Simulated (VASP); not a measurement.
# Si: single point with PBE

Si:

```
Si
1.0
     0.00000    2.74927    2.74927
     2.74927    0.00000    2.74927
     2.74927    2.74927    0.00000
Si
2
Direct
  0.75000 0.75000 0.75000
  0.50000 0.50000 0.50000
```

```json
{
  "Program": "VASP 6.6.1",
  "Task": "single point",
  "Functional": "PBE",
  "Potentials or basis": "VASP PAW PBE potentials, release 64 (Si)",
  "Cutoff": "520 eV",
  "k mesh": "6 × 6 × 6",
  "Occupations": "gaussian, width 0.01 eV",
  "Spin": "no spin polarisation"
}
```

- Pressure: -1.4 GPa
- Band gap on the k mesh: 0.78 eV, indirect (least direct gap 2.55 eV)

Levels at points of the mesh, in eV from the valence-band top:
```tsv
k point	band 1	band 2	band 3	band 4	band 5	band 6	band 7	band 8
(0.00, 0.00, 0.00)	-11.71	0.00	0.00	0.00	2.55	2.55	2.55	2.95
(0.50, 0.00, 0.00)	-9.47	-6.80	-1.16	-1.16	1.41	3.35	3.35	7.68
(0.50, 0.50, 0.00)	-7.70	-7.70	-2.75	-2.75	0.78	0.78	9.80	9.80
```

It took 3.9 s on 1 thread of Intel(R) Xeon(R) 6975P-C (Granite Rapids), on a shared host, peak memory 0.14 GiB.

A k mesh can miss the band edges. PBE gaps usually lie below the measured ones, often by a third to a half.
